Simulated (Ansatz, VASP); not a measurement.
# MgO in VASP and in Ansatz

The input POSCAR:

```
MgO
1.0
    0.0000000000      2.1021674155      2.0811457413
    2.1021674155      0.0000000000      2.0811457413
    2.1021674155      2.1021674155      0.0000000000
Mg O
1 1
Direct
    0.0000000000      0.0000000000      0.0000000000
    0.5000000000      0.5000000000      0.5000000000
```

File INCAR.step1:

```
PREC = Accurate ; ENCUT = 920
ISMEAR = 0 ; SIGMA = 0.01
LREAL = False ; LASPH = True
NELM = 120 ; NBANDS = 15
GGA = PE ; ALGO = Normal
EDIFF = 1E-5 ; LWAVE = True
LCHARG = False ; GGA_COMPAT = False
```

INCAR.step2

```
PREC = Accurate ; ENCUT = 920
EDIFF = 1E-6 ; ISMEAR = 0
SIGMA = 0.01 ; LREAL = False
LASPH = True ; NELM = 120
ALGO = Normal ; ISIF = 2
LWAVE = False ; LCHARG = False
METAGGA = R2SCAN ; LMIXTAU = True
NBANDS = 15 ; ISTART = 1
GGA_COMPAT = False
```

The input KPOINTS:

```
Automatic mesh
0
Gamma
  10 10 10
```

Input for Ansatz:

```yaml
crystal:
  lattice:
    - [0.0, 2.1021674155, 2.0811457413]
    - [2.1021674155, 0.0, 2.0811457413]
    - [2.1021674155, 2.1021674155, 0.0]
  atoms:
    - { symbol: Mg, position: [0.0, 0.0, 0.0] }
    - { symbol: O, position: [0.5, 0.5, 0.5] }
kpoints:
  mp_grid: { grid: [10, 10, 10] }
  band_path:
    path:
      - [0.0, 0.0, 0.0]
      - [0.5, 0.0, 0.5]
      - [0.625, 0.25, 0.625]
      - [0.375, 0.375, 0.75]
      - [0.5, 0.5, 0.5]
      - [0.5, 0.25, 0.75]
    npoints: 1
hamiltonian:
  xc: r2scan
scf:
  occupations: { method: fixed }
  n_extra_bands: 4
output:
  forces: true
  stress: true
  eigenvalues: true
```

Change from the starting cell: uniaxial_z strain -1.0%.

Alike in both runs: task single point; functional r2SCAN; k mesh 10 × 10 × 10; no spin polarisation.

|  | VASP | Ansatz |
| --- | --- | --- |
| version | VASP 6.6.1 | Ansatz 0.2.0 |
| potentials or method | VASP PAW PBE potentials, release 64 (Mg_sv, O) | plane waves, PAW |
| plane-wave cutoff (eV) | 920 | 500 |
| occupations | gaussian, width 0.01 eV | fixed |
| valence electrons in the cell | 16 | 16 |

Ansatz gave:

| Quantity | Value |
| --- | --- |
| gap on the k mesh at the Fermi level (eV) | 5.78 |
| pressure (GPa) | 1.8 |
| traceless stress, the component that is largest in VASP (GPa) | 1.56 |

Problem. Which values does VASP return?

Solution. gap on the k mesh at the Fermi level (eV): 5.80; pressure (GPa): 2.3; traceless stress, the component that is largest in VASP (GPa): 1.66.

VASP's potentials were made for PBE, not for r2SCAN.
